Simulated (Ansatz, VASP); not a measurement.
**Two plane-wave programs on ZnSe**

```
CELL_PARAMETERS angstrom
4.02612 0.00000 0.00000
0.00000 4.02612 0.00000
0.00000 0.00000 5.86040
ATOMIC_POSITIONS crystal
Zn 0.00000 0.00000 0.00000
Zn 0.50000 0.50000 0.00000
Se 0.00000 0.50000 0.26817
Se 0.50000 0.00000 0.73183
```

Alike in both runs: task single point; functional PBEsol; k mesh 8 × 8 × 6; occupations gaussian, width 0.05 eV; no spin polarisation.

```csv
,VASP,Ansatz
version,VASP 6.6.1,Ansatz 0.2.0
potentials or method,"VASP PAW PBE potentials, release 64 (Zn, Se), cutoff 520 eV","scalar-relativistic, plane waves, PAW"
valence electrons in the cell,36,56
```

Ansatz gave:

- gap on the k mesh at the Fermi level (eV): 1.55
- least direct gap on the mesh (eV): 1.55
- pressure (GPa): -3.2
- traceless stress, the component that is largest in VASP (GPa): -1.36
- rms of the force components (eV/Å): 0.323

Task: Estimate VASP's values.

Result: gap on the k mesh at the Fermi level (eV): 1.56; least direct gap on the mesh (eV): 1.56; pressure (GPa): -2.9; traceless stress, the component that is largest in VASP (GPa): -1.33; rms of the force components (eV/Å): 0.305.

VASP's potentials were made for PBE, not for PBEsol, and Ansatz warns of the same on its side. Atom by atom the forces differ by 0.018 eV/Å (rms over components). VASP's potentials hold 36 valence electrons a cell and Ansatz's 56, so a difference there can come from the potentials and not from the codes.
